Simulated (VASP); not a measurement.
# PtSe2 (P-3m1) in VASP: notebook

Runs on PtSe2. Level: PBE. Tasks: relaxation of the atoms, single point.

All numbers are computed with VASP 6.6.1; they aren't measurements. Logs are shortened: lines on timing, memory, paths and dates and some standing lists are left out, and cuts for length are marked.

### 1 The cell of the first run

Symmetry: P-3m1, No. 164, trigonal system. Conventional cell: a = 3.727 Å, b = 3.727 Å, c = 5.070 Å, α = 90.00°, β = 90.00°, γ = 120.00°. Within 3.3 Å of Pt (site symmetry -3m) lie 6 Se at 2.50 Å. Within 3.4 Å of Se (site symmetry 3m) lie 3 Pt at 2.50 Å and 6 Se at 3.33 Å.

### 2 Relaxation of the atoms, PBE

File INCAR:

```
  ALGO = Normal
  EDIFF = 1E-6
  EDIFFG = -0.001
  ENCUT = 520
  GGA = PE
  IBRION = 2
  ISIF = 2
  ISMEAR = 0
  LASPH = T
  LCHARG = F
  LREAL = F
  LWAVE = F
  NELM = 60
  NSW = 60
  PREC = Accurate
  SIGMA = 0.02
```

File KPOINTS:

```
k-points
0
Gamma
  14 14 10
```

File POSCAR:

```
PtSe2
1.0
    3.7270000000      0.0000000000      0.0000000000
   -1.8635000000      3.2276766799      0.0000000000
    0.0000000000      0.0000000000      5.0700000000
Pt Se
1 2
Direct
    0.0000000000      0.0000000000      0.0000000000
    0.3333333333      0.6666666667      0.2500000000
    0.6666666667      0.3333333333      0.7500000000
```

Potentials or basis: VASP PAW PBE potentials, release 64 (Pt, Se).

Started as:

```bash
cat potpaw_PBE.64/Pt/POTCAR potpaw_PBE.64/Se/POTCAR > POTCAR
mpirun -np 1 vasp_std > vasp.out
```

OUTCAR:

```text
EDIFF = 1E-6
   EDIFFG = -0.001
   ENCUT = 520
   GGA = PE
   IBRION = 2
   ISIF = 2
   ISMEAR = 0
   LASPH = T
   LREAL = F
   NELM = 60
   NSW = 60
   PREC = Accurate

 ion  position               nearest neighbor table
   1  0.000  0.000  0.000-   2 2.50   3 2.50   2 2.50   3 2.50   3 2.50   2 2.50
   2  0.333  0.667  0.250-   1 2.50   1 2.50   1 2.50
   3  0.667  0.333  0.750-   1 2.50   1 2.50   1 2.50

  LATTYP: Found a hexagonal cell.
 ALAT       =     3.7270000000
 C/A-ratio  =     1.3603434398

  Lattice vectors:

 A1 = (   3.7270000000,   0.0000000000,   0.0000000000)
 A2 = (  -1.8635000000,   3.2276766799,   0.0000000000)
 A3 = (   0.0000000000,   0.0000000000,   5.0700000000)

Analysis of symmetry for initial positions (statically):
=====================================================================
 Subroutine PRICEL returns:
 Original cell was already a primitive cell.

 Routine SETGRP: Setting up the symmetry group for a
 hexagonal supercell.

 Subroutine GETGRP returns: Found 12 space group operations
 (whereof 12 operations were pure point group operations)
 out of a pool of 24 trial point group operations.

The static configuration has the point symmetry D_3d.

Analysis of symmetry for dynamics (positions and initial velocities):
=====================================================================
 Subroutine PRICEL returns:
 Original cell was already a primitive cell.

 Routine SETGRP: Setting up the symmetry group for a
 hexagonal supercell.

 Subroutine GETGRP returns: Found 12 space group operations
 (whereof 12 operations were pure point group operations)
 out of a pool of 24 trial point group operations.

The dynamic configuration has the point symmetry D_3d.

 Subroutine INISYM returns: Found 12 space group operations
 (whereof 12 operations are pure point group operations),
 and found     1 'primitive' translations

----------------------------------------------------------------------------------------

                                     Primitive cell

  volume of cell :      60.9898

  direct lattice vectors                    reciprocal lattice vectors
     3.727000000  0.000000000  0.000000000     0.268312316  0.154910188  0.000000000
    -1.863500000  3.227676680  0.000000000     0.000000000  0.309820375  0.000000000
     0.000000000  0.000000000  5.070000000     0.000000000  0.000000000  0.197238659

  length of vectors
     3.727000000  3.727000000  5.070000000     0.309820375  0.309820375  0.197238659

  position of ions in fractional coordinates (direct lattice)
     0.000000000  0.000000000  0.000000000
     0.333333333  0.666666667  0.250000000
     0.666666667  0.333333333  0.750000000

  ion indices of the primitive-cell ions
   primitive index   ion index
                 1           1
                 2           2
                 3           3

----------------------------------------------------------------------------------------

 KPOINTS: k-points

Automatic generation of k-mesh.
 Grid dimensions read from file:
 generate k-points for:   14   14   10

 Generating k-lattice:

  Cartesian coordinates                     Fractional coordinates (reciprocal lattice)
     0.019165165  0.011065013  0.000000000     0.071428571  0.000000000  0.000000000
     0.000000000  0.022130027  0.000000000     0.000000000  0.071428571  0.000000000
     0.000000000  0.000000000  0.019723866     0.000000000  0.000000000  0.100000000

  Length of vectors
     0.022130027  0.022130027  0.019723866

  Shift w.r.t. Gamma in fractional coordinates (k-lattice)
     0.000000000  0.000000000  0.000000000

 Subroutine IBZKPT returns following result:
 ===========================================

 Found    208 irreducible k-points:

 Following reciprocal coordinates:
            Coordinates               Weight
  0.000000  0.000000  0.000000      1.000000
  0.071429 -0.000000  0.000000      6.000000
  0.142857 -0.000000  0.000000      6.000000
  0.214286 -0.000000  0.000000      6.000000
  0.285714 -0.000000  0.000000      6.000000
  0.357143  0.000000  0.000000      6.000000
[... 16 lines left out ...]
  0.285714  0.285714  0.000000      6.000000
  0.357143  0.285714  0.000000      6.000000
 [... further k-points ...]
   k-points           NKPTS =    208   k-points in BZ     NKDIM =    208   number of bands    NBANDS=     15
   number of dos      NEDOS =    301   number of ions     NIONS =      3
   total plane-waves  NPLWV =  31360
   dimension x,y,z NGX =    28 NGY =   28 NGZ =   40
   dimension x,y,z NGXF=    56 NGYF=   56 NGZF=   80
   ions per type =               1   2
   NGX,Y,Z   is equivalent  to a cutoff of  12.49, 12.49, 13.12 a.u.
   NGXF,Y,Z  is equivalent  to a cutoff of  24.98, 24.98, 26.23 a.u.
 SYSTEM =  unknown system
   PREC   = accura    normal or accurate (medium, high low for compatibility)
   ISTART =      0    job   : 0-new  1-cont  2-samecut
   ICHARG =      2    charge: 1-file 2-atom 10-const
   ISPIN  =      1    spin polarized calculation?
   LNONCOLLINEAR =      F non collinear calculations
   LSORBIT =      F    spin-orbit coupling
   LASPH  =      T    aspherical Exc in radial PAW
   ENCUT  =  520.0 eV  38.22 Ry    6.18 a.u.   6.93  6.93  9.43*2*pi/ulx,y,z
   NELM   =     60;   NELMIN=  2; NELMDL= -5     # of ELM steps
   EDIFF  = 0.1E-05   stopping-criterion for ELM
   LREAL  =      F    real-space projection
   EDIFFG = -.1E-02   stopping-criterion for IOM
   NSW    =     60    number of steps for IOM
   IBRION =      2    ionic relax: 0-MD 1-quasi-New 2-CG
   NFREE  =      1    steps in history (QN), initial steepest desc. (CG)
   ISIF   =      2    stress and relaxation
   ISYM   =      2    0-nonsym 1-usesym 2-fastsym
   POTIM  = 0.5000    time-step for ionic-motion
   TEBEG  =    0.0;   TEEND  =   0.0 temperature during run
   PSTRESS=    0.0 pullay stress
   NELECT =      22.0000    total number of electrons
   NUPDOWN=      -1.0000    fix difference up-down
   EMIN   =  10.00;   EMAX   =-10.00  energy-range for DOS
   EFERMI =   0.00;   METHOD = LEGACY
   ISMEAR =     0;   SIGMA  =   0.02  broadening in eV -4-tet -1-fermi 0-gaus
   EFERMI_NEDOS =   21; number of points for ismear=-14 and -15
   IALGO  =     38    algorithm
   IMIX   =      4    mixing-type and parameters
     AMIX     =   0.40;   BMIX     =  1.00
     AMIX_MAG =   1.60;   BMIX_MAG =  1.00
  volume/ion in A,a.u.               =      20.33       137.19
  Fermi-wavevector in a.u.,A,eV,Ry     =   1.165368  2.202227 18.477850  1.358084
  Thomas-Fermi vector in A             =   2.301895
   LORBIT       =      0    0 simple, 1 ext, 2 COOP (PROOUT), +10 PAW based schemes
   GGA     = PE    functional components
   LHFCALC =     F    Hartree Fock is set to
   AEXX    =    0.0000 exact exchange contribution
   IVDW    =     0    specifies the selected vdW correction
   LEPSILON=     F    determine dielectric tensor
   LRPA    =     F    only Hartree local field effects (RPA)
 conjugate gradient relaxation of ions
 non-spin polarized calculation
 Gauss-broadening in eV      SIGMA  =   0.02
  energy-cutoff  :      520.00
  volume of cell :       60.99
 maximum number of plane-waves:      1660
   NGX = 13   NGY = 13   NGZ = 19

--------------------------------------- Ionic step        1  -------------------------------------------

 number of electron      21.9999999 magnetization

 Free energy of the ion-electron system (eV)
  ---------------------------------------------------
  ext. energy  EPLUGINS =         0.00000000
  ---------------------------------------------------
  free energy    TOTEN  =       -14.19411444 eV

  energy without entropy =      -14.19386474  energy(sigma->0) =      -14.19398959

------------------------ aborting loop because EDIFF is reached ----------------------------------------

  FORCE on cell =-STRESS in cart. coord.  units (eV):
  Direction    XX          YY          ZZ          XY          YZ          ZX
  --------------------------------------------------------------------------------------
  -------------------------------------------------------------------------------------
  Total        2.8566500      2.8566500      2.1335135      0.0000000      0.0000000      0.0000000
  in kB       75.0430084     75.0430084     56.0465135      0.0000000      0.0000000      0.0000000
  external PRESSURE =      68.7108434 kB  Pullay stress =       0.0000000 kB
[... 92 lines left out ...]
  FREE ENERGIE OF THE ION-ELECTRON SYSTEM (eV)
  ---------------------------------------------------
  free  energy   TOTEN  =       -14.2169517520 eV

  energy  without entropy=      -14.2166618203  energy(sigma->0) =      -14.21680679

[... ionic steps 4 to 17 ...]

--------------------------------------- Ionic step       18  -------------------------------------------

 number of electron      21.9999999 magnetization

------------------------ aborting loop because EDIFF is reached ----------------------------------------
[... 69 lines left out ...]
--------------------------------------- Ionic step       20  -------------------------------------------

 number of electron      21.9999999 magnetization

 Free energy of the ion-electron system (eV)
  ---------------------------------------------------
  ext. energy  EPLUGINS =         0.00000000
  ---------------------------------------------------
  free energy    TOTEN  =       -14.21695539 eV

  energy without entropy =      -14.21666606  energy(sigma->0) =      -14.21681072

 E-fermi :   6.4482     XC(G=0): -10.6514

 val. band max:        6.4304216509   @ k =   0.1429   0.1429   0.5000
 cond. band min:       6.4511279350   @ k =  -0.0714   0.3571   0.2000
 fundamental gap:      0.0207062841
 Fermi energy:         6.4482053367

 k-point     1 :       0.0000    0.0000    0.0000
  band No.  band energies     occupation
      1      -9.1035      2.00000
      2      -6.3758      2.00000
      3      -0.6921      2.00000
      4       0.2535      2.00000
      5       0.2535      2.00000
      6       2.5781      2.00000
      7       2.5781      2.00000
      8       3.8277      2.00000
      9       5.4741      2.00000
     10       5.4741      2.00000
     11       6.9556      0.00000
     12       7.7375      0.00000
     13       7.7375      0.00000
     14      10.0743      0.00000
[... 401 lines left out ...]
      2      -7.1005      2.00000
      3      -0.3490      2.00000
      4       0.4523      2.00000
      5       0.5618      2.00000
      6       1.7385      2.00000
      7       1.8727      2.00000
      8       2.8713      2.00000
      9       3.7724      2.00000
     10       4.4479      2.00000
     11       4.9551      2.00000
     12       6.4172      1.97148
     13       6.5079      0.00002
     14      10.2892      0.00000
     15      14.0403      0.00000

 [... further k-points ...]
[... 5 lines left out ...]
  --------------------------------------------------------------------------------------
  -------------------------------------------------------------------------------------
  Total        1.8855297      1.8855297      0.9566781      0.0000000      0.0000000      0.0000000
  in kB       49.5320820     49.5320820     25.1315371      0.0000000      0.0000000      0.0000000
  external PRESSURE =      41.3985670 kB  Pullay stress =       0.0000000 kB
[... 18 lines left out ...]
  FREE ENERGIE OF THE ION-ELECTRON SYSTEM (eV)
  ---------------------------------------------------
  free  energy   TOTEN  =       -14.2169553872 eV

  energy  without entropy=      -14.2166660559  energy(sigma->0) =      -14.21681072

 reached required accuracy - stopping structural energy minimisation
```

Wall time 7.6 min (1 thread of AMD EPYC 9R45 (Zen 5), shared host); peak memory 0.31 GiB.

Results:

```
Free energy               : -14.2170 eV
Energy gained by relaxing : 7.6 meV/atom
Ionic steps               : 20
Pressure after relaxing   : 4.1 GPa
Band gap on the k mesh    : zero (bands 11 and 12 overlap by 0.67 eV)
```

Stress tensor (GPa, compression positive):
```
4.95 0.00 0.00
0.00 4.95 0.00
0.00 0.00 2.51
```

The path:
```csv
step,energy change (eV),largest force (eV/Å),pressure (GPa)
1,0.0000,0.5309,6.87
2,-0.0190,0.2152,5.25
3,-0.0228,0.0060,4.12
4,-0.0228,0.0044,4.16
5,-0.0228,0.0045,4.16
6,-0.0228,0.0045,4.16
7,-0.0228,0.0046,4.16
8,-0.0228,0.0046,4.16
9,-0.0228,0.0046,4.16
10,-0.0228,0.0046,4.16
11,-0.0228,0.0045,4.16
12,-0.0228,0.0045,4.16
13,-0.0228,0.0044,4.16
14,-0.0228,0.0043,4.16
15,-0.0228,0.0040,4.16
16,-0.0228,0.0036,4.15
17,-0.0228,0.0029,4.15
18,-0.0228,0.0012,4.14
19,-0.0228,0.0018,4.12
20,-0.0228,0.0001,4.14
```

Final structure:
```
Pt Se
1.0
     3.72700    0.00000    0.00000
    -1.86350    3.22768    0.00000
     0.00000    0.00000    5.07000
Pt Se
1 2
Cartesian
  0.0000 0.0000 0.0000
  0.0000 2.1518 1.3112
  1.8635 1.0759 3.7588
```

Levels at points of the mesh, in eV from the Fermi level:
```csv
k point,band 9,band 10,band 11,band 12,band 13,band 14
"(0.00, 0.00, 0.00)",-0.97,-0.97,0.51,1.29,1.29,3.63
"(0.50, 0.00, 0.00)",-3.33,-3.29,-2.92,0.56,2.30,4.88
"(0.00, 0.00, 0.50)",-1.76,-1.49,-1.49,2.24,2.24,4.87
"(0.50, 0.00, 0.50)",-3.08,-2.60,-1.33,0.80,1.51,4.50
```

Caveat: spin-orbit coupling is left out, which moves the levels of the heavy elements.

### 3 Single point, PBE

File INCAR:

```
ALGO = Normal
EDIFF = 1E-6
ENCUT = 520
GGA = PE
ISIF = 2
ISMEAR = 0
LASPH = T
LCHARG = F
LREAL = F
LWAVE = F
NBANDS = 18
NELM = 100
PREC = Accurate
SIGMA = 0.02
```

KPOINTS is that of step 2.

File POSCAR:

```
PtSe2
1.0
    3.7270000000      0.0000000000      0.0000000000
   -1.8635000000      3.2276766799      0.0000000000
    0.0000000000      0.0000000000      5.0700000000
Pt Se
1 2
Direct
    0.0000000000      0.0000000000      0.0000000000
    0.3333333333      0.6666666667      0.2585371172
    0.6666666667      0.3333333333      0.7414628828
```

Potentials or basis: VASP PAW PBE potentials, release 64 (Pt, Se).

Started as:

```bash
cat potpaw_PBE.64/Pt/POTCAR potpaw_PBE.64/Se/POTCAR > POTCAR
mpirun -np 1 vasp_std > vasp.out
```

Run time: 3.8 min. Hardware: 1 thread of Intel Xeon 8259CL, shared host; peak memory 0.36 GiB.

The run converged. Its results:

```
Free energy            : -14.2170 eV
Pressure               : 4.2 GPa
Largest force          : 0.004 eV/Å
Band gap on the k mesh : zero (bands 11 and 12 overlap by 0.67 eV)
```

Forces in eV/Å, atoms in the order of the input:
```
Pt   0.000  0.000  0.000
Se   0.000  0.000  0.004
Se   0.000  0.000 -0.004
```

Stress tensor (GPa, compression positive):
```
4.98 0.00 0.00
0.00 4.98 0.00
0.00 0.00 2.54
```

Levels at points of the mesh, in eV from the Fermi level:
```
           k point  band 7  band 8  band 9  band 10  band 11  band 12  band 13  band 14  band 15  band 16
(0.00, 0.00, 0.00)   -3.87   -2.62   -0.98    -0.98     0.51     1.29     1.29     3.63     4.11     7.37
(0.50, 0.00, 0.00)   -3.81   -3.43   -3.33    -3.29    -2.92     0.56     2.30     4.88     5.84     6.91
(0.00, 0.00, 0.50)   -3.90   -2.99   -1.76    -1.49    -1.49     2.24     2.24     4.87     6.36     6.84
(0.50, 0.00, 0.50)   -3.49   -3.35   -3.09    -2.60    -1.34     0.80     1.51     4.50     4.78     7.08
```

Caveat: the cell stands under pressure; spin-orbit coupling is left out, which moves the levels of the heavy elements.
